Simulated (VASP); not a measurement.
Crystal: Mg2Si3N.

```
CELL_PARAMETERS angstrom
3.81528 0.00000 0.00000
-1.90764 3.30413 0.00000
0.00000 0.00000 7.81834
ATOMIC_POSITIONS crystal
Mg 0.33333 0.66667 0.72757
Mg 0.33333 0.66667 0.27243
Si 0.66667 0.33333 0.00000
Si 0.00000 0.00000 0.50000
Si 0.00000 0.00000 0.00000
N 0.66667 0.33333 0.50000
```

- Program: VASP 6.6.1
- Task: relaxation of cell and atoms
- Functional: PBE
- Potentials or basis: VASP PAW PBE potentials, release 64 (Mg, Si, N)
- Cutoff: 600 eV
- k mesh: 12 × 12 × 6
- Occupations: gaussian, width 0.1 eV
- Spin: no spin polarisation

At the start: pressure 0.5 GPa; volume 16.43 Å³/atom.

Q: Where does the relaxation end?

A: Over 9 steps the energy falls by 2.3 meV/atom and the volume is 16.30 Å³/atom (-0.8 %); space group P-6m2 (No. 187, to 0.05 Å).

Step by step:
```csv
step,energy change (eV),largest force (eV/Å),pressure (GPa),volume (Å³)
1,0.0000,0.1279,0.45,98.56
2,-0.0056,0.0973,-0.35,99.22
3,-0.0060,0.0880,-0.63,99.46
4,-0.0102,0.0724,-0.36,98.84
5,-0.0134,0.0430,0.20,97.66
6,-0.0138,0.0210,-0.06,97.86
7,-0.0138,0.0221,-0.04,97.84
8,-0.0140,0.0103,0.00,97.81
9,-0.0140,0.0032,0.02,97.78
```

Final structure:
```
Mg Si N
1.0
     3.84764    0.00000    0.00000
    -1.92382    3.33215    0.00000
     0.00000    0.00000    7.62685
Mg Si N
2 3 1
Direct
  0.33333 0.66667 0.73305
  0.33333 0.66667 0.26695
  0.66667 0.33333 0.00000
  0.00000 0.00000 0.50000
  0.00000 0.00000 0.00000
  0.66667 0.33333 0.50000
```
